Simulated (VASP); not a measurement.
# LiH (Fm-3m) in VASP: further runs

Runs on LiH. Level: LDA. Tasks: electric field gradients.

Everything below comes from runs of VASP 6.6.1. Logs are shortened: lines on timing, memory, paths and dates and some standing lists are left out, and cuts for length are marked.

**1. The cell of the first run**

Symmetry: Fm-3m, No. 225, cubic system. Conventional cell: a = 4.038 Å, b = 4.038 Å, c = 4.038 Å, α = 90.00°, β = 90.00°, γ = 90.00°. Li (site symmetry m-3m) has 6 H at 2.02 Å within 2.7 Å. Within 2.7 Å of H (site symmetry m-3m) lie 6 Li at 2.02 Å.

**2. Electric field gradients, LDA (volume scaled by 0.98)**

INCAR reads:

```
SYSTEM = LiH
  ALGO = Normal
  EDIFF = 1E-8
  ENCUT = 520
  ISIF = 2
  ISMEAR = -1
  LASPH = .True.
  LCHARG = .False.
  LEFG = .True.
  LREAL = .False.
  LWAVE = .False.
  NBANDS = 9
  NELM = 100
  PREC = Accurate
  SIGMA = 0.03
```

KPOINTS reads:

```
k-points
0
Gamma
  11 11 11
  0 0 0
```

POSCAR reads:

```
LiH
1.0
    0.0000000000      2.0188586494      2.0188586494
    2.0188586494      0.0000000000      2.0188586494
    2.0188586494      2.0188586494      0.0000000000
Li H
1 1
Direct
    0.0000000000      0.0000000000      0.0000000000
    0.5000000000      0.5000000000      0.5000000000
```

Potentials or basis: VASP PAW LDA potentials, release 64 (Li_sv, H).

Started as:

```sh
$ cat potpaw_LDA.64/Li_sv/POTCAR potpaw_LDA.64/H/POTCAR > POTCAR
$ mpirun -np 1 vasp_std > vasp.out
```

OUTCAR:

```text
SYSTEM = LiH
   EDIFF = 1E-8
   ENCUT = 520
   ISIF = 2
   ISMEAR = -1
   LASPH = .True.
   LREAL = .False.
   NELM = 100
   PREC = Accurate

 ion  position               nearest neighbor table
   1  0.000  0.000  0.000-
   2  0.500  0.500  0.500-

  LATTYP: Found a face centered cubic cell.
 ALAT       =     4.0377172988

  Lattice vectors:

 A1 = (   0.0000000000,   2.0188586494,   2.0188586494)
 A2 = (   2.0188586494,   0.0000000000,   2.0188586494)
 A3 = (   2.0188586494,   2.0188586494,   0.0000000000)

Analysis of symmetry for initial positions (statically):
=====================================================================
 Subroutine PRICEL returns:
 Original cell was already a primitive cell.

 Routine SETGRP: Setting up the symmetry group for a
 face centered cubic supercell.

 Subroutine GETGRP returns: Found 48 space group operations
 (whereof 48 operations were pure point group operations)
 out of a pool of 48 trial point group operations.

The static configuration has the point symmetry O_h .

Analysis of symmetry for dynamics (positions and initial velocities):
=====================================================================
 Subroutine PRICEL returns:
 Original cell was already a primitive cell.

 Routine SETGRP: Setting up the symmetry group for a
 face centered cubic supercell.

 Subroutine GETGRP returns: Found 48 space group operations
 (whereof 48 operations were pure point group operations)
 out of a pool of 48 trial point group operations.

The dynamic configuration has the point symmetry O_h .

 Subroutine INISYM returns: Found 48 space group operations
 (whereof 48 operations are pure point group operations),
 and found     1 'primitive' translations

----------------------------------------------------------------------------------------

                                     Primitive cell

  volume of cell :      16.4569

  direct lattice vectors                    reciprocal lattice vectors
     0.000000000  2.018858649  2.018858649    -0.247664689  0.247664689  0.247664689
     2.018858649  0.000000000  2.018858649     0.247664689 -0.247664689  0.247664689
     2.018858649  2.018858649  0.000000000     0.247664689  0.247664689 -0.247664689

  length of vectors
     2.855097282  2.855097282  2.855097282     0.428967825  0.428967825  0.428967825

  position of ions in fractional coordinates (direct lattice)
     0.000000000  0.000000000  0.000000000
     0.500000000  0.500000000  0.500000000

  ion indices of the primitive-cell ions
   primitive index   ion index
                 1           1
                 2           2

----------------------------------------------------------------------------------------

 KPOINTS: k-points

Automatic generation of k-mesh.
 Grid dimensions read from file:
 generate k-points for:   11   11   11

 Generating k-lattice:

  Cartesian coordinates                     Fractional coordinates (reciprocal lattice)
    -0.022514972  0.022514972  0.022514972     0.090909091  0.000000000  0.000000000
     0.022514972 -0.022514972  0.022514972     0.000000000  0.090909091  0.000000000
     0.022514972  0.022514972 -0.022514972     0.000000000  0.000000000  0.090909091

  Length of vectors
     0.038997075  0.038997075  0.038997075

  Shift w.r.t. Gamma in fractional coordinates (k-lattice)
     0.000000000  0.000000000  0.000000000

 Subroutine IBZKPT returns following result:
 ===========================================

 Found     56 irreducible k-points:

 Following reciprocal coordinates:
            Coordinates               Weight
  0.000000  0.000000  0.000000      1.000000
  0.090909  0.000000  0.000000      8.000000
  0.181818  0.000000  0.000000      8.000000
  0.272727  0.000000  0.000000      8.000000
  0.363636  0.000000  0.000000      8.000000
  0.454545  0.000000  0.000000      8.000000
[... 16 lines left out ...]
 -0.272727  0.181818  0.000000     24.000000
 -0.181818  0.181818  0.000000     12.000000
 [... further k-points ...]
   k-points           NKPTS =     56   k-points in BZ     NKDIM =     56   number of bands    NBANDS=      9
   number of dos      NEDOS =    301   number of ions     NIONS =      2
   total plane-waves  NPLWV =  13824
   dimension x,y,z NGX =    24 NGY =   24 NGZ =   24
   dimension x,y,z NGXF=    48 NGYF=   48 NGZF=   48
   ions per type =               1   1
   NGX,Y,Z   is equivalent  to a cutoff of  13.97, 13.97, 13.97 a.u.
   NGXF,Y,Z  is equivalent  to a cutoff of  27.95, 27.95, 27.95 a.u.
 SYSTEM =  LiH
   PREC   = accura    normal or accurate (medium, high low for compatibility)
   ISTART =      0    job   : 0-new  1-cont  2-samecut
   ICHARG =      2    charge: 1-file 2-atom 10-const
   ISPIN  =      1    spin polarized calculation?
   LNONCOLLINEAR =      F non collinear calculations
   LSORBIT =      F    spin-orbit coupling
   LASPH  =      T    aspherical Exc in radial PAW
   ENCUT  =  520.0 eV  38.22 Ry    6.18 a.u.   5.31  5.31  5.31*2*pi/ulx,y,z
   NELM   =    100;   NELMIN=  2; NELMDL= -5     # of ELM steps
   EDIFF  = 0.1E-07   stopping-criterion for ELM
   LREAL  =      F    real-space projection
   EDIFFG = 0.1E-06   stopping-criterion for IOM
   NSW    =      0    number of steps for IOM
   IBRION =     -1    ionic relax: 0-MD 1-quasi-New 2-CG
   NFREE  =      0    steps in history (QN), initial steepest desc. (CG)
   ISIF   =      2    stress and relaxation
   ISYM   =      2    0-nonsym 1-usesym 2-fastsym
   POTIM  = 0.5000    time-step for ionic-motion
   TEBEG  =    0.0;   TEEND  =   0.0 temperature during run
   PSTRESS=    0.0 pullay stress
   NELECT =       4.0000    total number of electrons
   NUPDOWN=      -1.0000    fix difference up-down
   EMIN   =  10.00;   EMAX   =-10.00  energy-range for DOS
   EFERMI =   0.00;   METHOD = LEGACY
   ISMEAR =    -1;   SIGMA  =   0.03  broadening in eV -4-tet -1-fermi 0-gaus
   EFERMI_NEDOS =   21; number of points for ismear=-14 and -15
   IALGO  =     38    algorithm
   IMIX   =      4    mixing-type and parameters
     AMIX     =   0.40;   BMIX     =  1.00
     AMIX_MAG =   1.60;   BMIX_MAG =  1.00
  volume/ion in A,a.u.               =       8.23        55.53
  Fermi-wavevector in a.u.,A,eV,Ry     =   1.021674  1.930684 14.201997  1.043817
  Thomas-Fermi vector in A             =   2.155311
   LORBIT       =      0    0 simple, 1 ext, 2 COOP (PROOUT), +10 PAW based schemes
   GGA     = CA    functional components
   LHFCALC =     F    Hartree Fock is set to
   AEXX    =    0.0000 exact exchange contribution
   IVDW    =     0    specifies the selected vdW correction
   LEPSILON=     F    determine dielectric tensor
   LRPA    =     F    only Hartree local field effects (RPA)
 non-spin polarized calculation
  energy-cutoff  :      520.00
  volume of cell :       16.46
 maximum number of plane-waves:       459
 NGX is ok and might be reduce to    24
   NGX = 11   NGY = 11   NGZ = 11

 number of electron       3.9999995 magnetization

 Free energy of the ion-electron system (eV)
  ---------------------------------------------------
  ext. energy  EPLUGINS =         0.00000000
  ---------------------------------------------------
  free energy    TOTEN  =        -6.47956878 eV

  energy without entropy =       -6.47956878  energy(sigma->0) =       -6.47956878

 E-fermi :   0.8481     XC(G=0):  -8.7352

 val. band max:        0.0541170792   @ k =  -0.4545   0.4545   0.0000
 cond. band min:       2.8768155500   @ k =  -0.4545   0.4545   0.0000
 fundamental gap:      2.8226984709
 Fermi energy:         0.8481038097

 k-point     1 :       0.0000    0.0000    0.0000
  band No.  band energies     occupation
      1     -43.3830      2.00000
      2      -5.3736      2.00000
      3      15.9403      0.00000
      4      17.2886      0.00000
      5      17.2886      0.00000
      6      17.2886      0.00000
      7      22.0805      0.00000
      8      22.0805      0.00000
      9      22.0805      0.00000

 k-point     2 :       0.0909    0.0000    0.0000
  band No.  band energies     occupation
      1     -43.3790      2.00000
      2      -5.2298      2.00000
      3      14.5984      0.00000
      4      16.6101      0.00000
      5      16.9719      0.00000
      6      16.9719      0.00000
      7      21.5132      0.00000
      8      22.7614      0.00000
      9      22.7614      0.00000
[... 253 lines left out ...]
 k-point    24 :      -0.1818    0.1818    0.0000
  band No.  band energies     occupation
      1     -43.3509      2.00000
      2      -3.8736      2.00000
      3       9.9519      0.00000
      4      10.0497      0.00000
      5      15.7154      0.00000
      6      17.0020      0.00000
      7      21.0776      0.00000
      8      22.8637      0.00000
      9      24.5159      0.00000

 [... further k-points ...]

------------------------ aborting loop because EDIFF is reached ----------------------------------------

  FORCE on cell =-STRESS in cart. coord.  units (eV):
  Direction    XX          YY          ZZ          XY          YZ          ZX
  --------------------------------------------------------------------------------------
  -------------------------------------------------------------------------------------
  Total       -0.3644434     -0.3644434     -0.3644434     -0.0000000     -0.0000000      0.0000000
  in kB      -35.4807624    -35.4807624    -35.4807624     -0.0000000     -0.0000000      0.0000000
  external PRESSURE =     -35.4807624 kB  Pullay stress =       0.0000000 kB

 VOLUME and BASIS-vectors are now :
 -----------------------------------------------------------------------------
  energy-cutoff  :      520.00
  volume of cell :       16.46
      direct lattice vectors                 reciprocal lattice vectors
     0.000000000  2.018858649  2.018858649    -0.247664689  0.247664689  0.247664689
     2.018858649  0.000000000  2.018858649     0.247664689 -0.247664689  0.247664689
     2.018858649  2.018858649  0.000000000     0.247664689  0.247664689 -0.247664689

 POSITION                                       TOTAL-FORCE (eV/Angst)
 -----------------------------------------------------------------------------------
      0.00000      0.00000      0.00000         0.000000      0.000000      0.000000
      2.01886      2.01886      2.01886         0.000000      0.000000     -0.000000
 -----------------------------------------------------------------------------------
    total drift:                                0.000000     -0.000000     -0.000000

  FREE ENERGIE OF THE ION-ELECTRON SYSTEM (eV)
  ---------------------------------------------------
  free  energy   TOTEN  =        -6.4795687828 eV

  energy  without entropy=       -6.4795687828  energy(sigma->0) =       -6.47956878

 Electric field gradients (V/A^2)
---------------------------------------------------------------------
 ion       V_xx      V_yy      V_zz      V_xy      V_xz      V_yz
---------------------------------------------------------------------
   1      -0.000    -0.000    -0.000    -0.001    -0.001    -0.001
   2       0.000    -0.000    -0.000     0.001     0.001     0.001
---------------------------------------------------------------------

 Electric field gradients after diagonalization (V/A^2)
 (convention: |V_zz| > |V_xx| > |V_yy|)
----------------------------------------------------------------------
 ion       V_xx      V_yy      V_zz     asymmetry (V_yy - V_xx)/ V_zz
----------------------------------------------------------------------
   1       0.001     0.001    -0.002       0.000
   2      -0.001    -0.001     0.001       0.000
----------------------------------------------------------------------

           NMR quadrupolar parameters

 Cq : quadrupolar parameter    Cq=e*Q*V_zz/h
 eta: asymmetry parameters     (V_yy - V_xx)/ V_zz
 Q  : nuclear electric quadrupole moment in mb (millibarn)
----------------------------------------------------------------------
 ion       Cq(MHz)       eta       Q (mb)
----------------------------------------------------------------------
   1      -0.000       0.000       1.000
   2       0.000       0.000       1.000
----------------------------------------------------------------------
```

Run time: 23 s. Hardware: 1 thread of AMD EPYC 7R13, shared host; peak memory 0.09 GiB.

Results:

| Item | Value |
| --- | --- |
| Free energy | -6.4796 eV |
| Band gap on the k mesh | 2.82 eV, direct |

Caveat: the cutoff is under 1.25 times the usual one of these potentials, so pressure, stress and relaxed cells hold a basis-set (Pulay) error; without QUAD_EFG the Cq values of the log hold for a quadrupole moment of 1 mb, not for the nuclei. A k mesh can miss the band edges.

**3. Electric field gradients, LDA (volume scaled by 0.98)**

INCAR reads:

```
ALGO = Normal
EDIFF = 1E-8
ENCUT = 520
GGA = CA
ISIF = 2
ISMEAR = -1
LASPH = T
LCHARG = F
LEFG = T
LREAL = F
LWAVE = F
NBANDS = 9
NELM = 100
PREC = Accurate
SIGMA = 0.03
```

KPOINTS reads:

```
k-points
0
Gamma
  11 11 11
```

POSCAR is that of step 2.

Potentials or basis: VASP PAW LDA potentials, release 64 (Li_sv, H).

Started as:

```sh
$ cat potpaw_LDA.64/Li_sv/POTCAR potpaw_LDA.64/H/POTCAR > POTCAR
$ mpirun -np 1 vasp_std > vasp.out
```

OUTCAR:

```text
EDIFF = 1E-8
   ENCUT = 520
   GGA = CA
   ISIF = 2
   ISMEAR = -1
   LASPH = T
   LREAL = F
   NELM = 100
   PREC = Accurate

 ion  position               nearest neighbor table
   1  0.000  0.000  0.000-
   2  0.500  0.500  0.500-

  LATTYP: Found a face centered cubic cell.
 ALAT       =     4.0377172988

  Lattice vectors:

 A1 = (   0.0000000000,   2.0188586494,   2.0188586494)
 A2 = (   2.0188586494,   0.0000000000,   2.0188586494)
 A3 = (   2.0188586494,   2.0188586494,   0.0000000000)

Analysis of symmetry for initial positions (statically):
=====================================================================
 Subroutine PRICEL returns:
 Original cell was already a primitive cell.

 Routine SETGRP: Setting up the symmetry group for a
 face centered cubic supercell.

 Subroutine GETGRP returns: Found 48 space group operations
 (whereof 48 operations were pure point group operations)
 out of a pool of 48 trial point group operations.

[... 474 lines left out ...]
     0.000000000  2.018858649  2.018858649    -0.247664689  0.247664689  0.247664689
     2.018858649  0.000000000  2.018858649     0.247664689 -0.247664689  0.247664689
     2.018858649  2.018858649  0.000000000     0.247664689  0.247664689 -0.247664689

 POSITION                                       TOTAL-FORCE (eV/Angst)
 -----------------------------------------------------------------------------------
      0.00000      0.00000      0.00000         0.000000      0.000000      0.000000
      2.01886      2.01886      2.01886         0.000000      0.000000     -0.000000
 -----------------------------------------------------------------------------------
    total drift:                                0.000000     -0.000000     -0.000000

  FREE ENERGIE OF THE ION-ELECTRON SYSTEM (eV)
  ---------------------------------------------------
  free  energy   TOTEN  =        -6.4795687828 eV

  energy  without entropy=       -6.4795687828  energy(sigma->0) =       -6.47956878

 Electric field gradients (V/A^2)
---------------------------------------------------------------------
 ion       V_xx      V_yy      V_zz      V_xy      V_xz      V_yz
---------------------------------------------------------------------
   1      -0.000    -0.000    -0.000    -0.001    -0.001    -0.001
   2       0.000    -0.000    -0.000     0.001     0.001     0.001
---------------------------------------------------------------------

 Electric field gradients after diagonalization (V/A^2)
 (convention: |V_zz| > |V_xx| > |V_yy|)
----------------------------------------------------------------------
 ion       V_xx      V_yy      V_zz     asymmetry (V_yy - V_xx)/ V_zz
----------------------------------------------------------------------
   1       0.001     0.001    -0.002       0.000
   2      -0.001    -0.001     0.001       0.000
----------------------------------------------------------------------

           NMR quadrupolar parameters

 Cq : quadrupolar parameter    Cq=e*Q*V_zz/h
 eta: asymmetry parameters     (V_yy - V_xx)/ V_zz
 Q  : nuclear electric quadrupole moment in mb (millibarn)
----------------------------------------------------------------------
 ion       Cq(MHz)       eta       Q (mb)
----------------------------------------------------------------------
   1      -0.000       0.000       1.000
   2       0.000       0.000       1.000
----------------------------------------------------------------------
```

OSZICAR:

```text
N       E                     dE             d eps       ncg     rms          rms(c)
DAV:   1    -0.173441270701E+01   -0.17344E+01   -0.14476E+03  1016   0.403E+02
DAV:   2    -0.666386814936E+01   -0.49295E+01   -0.48993E+01  1345   0.570E+01
DAV:   3    -0.673160030495E+01   -0.67732E-01   -0.67708E-01  1255   0.564E+00
DAV:   4    -0.673191402385E+01   -0.31372E-03   -0.31360E-03  1373   0.359E-01
DAV:   5    -0.673191552796E+01   -0.15041E-05   -0.15040E-05  1318   0.192E-02    0.278E+00
DAV:   6    -0.654172116372E+01    0.19019E+00   -0.17002E-01  1120   0.118E+00    0.136E+00
DAV:   7    -0.647886591836E+01    0.62855E-01   -0.19706E-01  1244   0.140E+00    0.200E-01
DAV:   8    -0.647962985371E+01   -0.76394E-03   -0.36445E-03  1134   0.412E-01    0.453E-02
DAV:   9    -0.647956866118E+01    0.61193E-04   -0.20729E-04  1300   0.522E-02    0.556E-03
DAV:  10    -0.647956870989E+01   -0.48707E-07   -0.51121E-06  1190   0.167E-02    0.332E-03
DAV:  11    -0.647956877322E+01   -0.63326E-07   -0.94215E-08  1357   0.150E-03    0.477E-04
DAV:  12    -0.647956878435E+01   -0.11133E-07   -0.29782E-09   912   0.488E-04    0.522E-04
DAV:  13    -0.647956878279E+01    0.15560E-08   -0.41384E-09   645   0.241E-04
   1 F= -.64795688E+01 E0= -.64795688E+01  d E =-.480434E-13
```

stdout:

```text
POSCAR found type information on POSCAR LiH
 POSCAR found :  2 types and       2 ions
 scaLAPACK will be used
 LDA part: xc-table for (Slater(with rela. corr.)+CA(PZ))
 , standard interpolation
 POSCAR, INCAR and KPOINTS ok, starting setup
 FFT: planning ... GRIDC
 FFT: planning ... GRID_SOFT
 FFT: planning ... GRID
 WAVECAR not read
 entering main loop
ion   1

ion   2
```

It took 24 s on 1 thread of AMD EPYC 7R13, shared host; peak memory 0.09 GiB.

What came out:

| Quantity | Value |
| --- | --- |
| Free energy | -6.4796 eV |
| Band gap on the k mesh | 2.82 eV, direct |

Caveat: the cutoff is under 1.25 times the usual one of these potentials, so pressure, stress and relaxed cells hold a basis-set (Pulay) error; without QUAD_EFG the Cq values of the log hold for a quadrupole moment of 1 mb, not for the nuclei. A k mesh can miss the band edges.

(Part 1 of 2 ends here.)
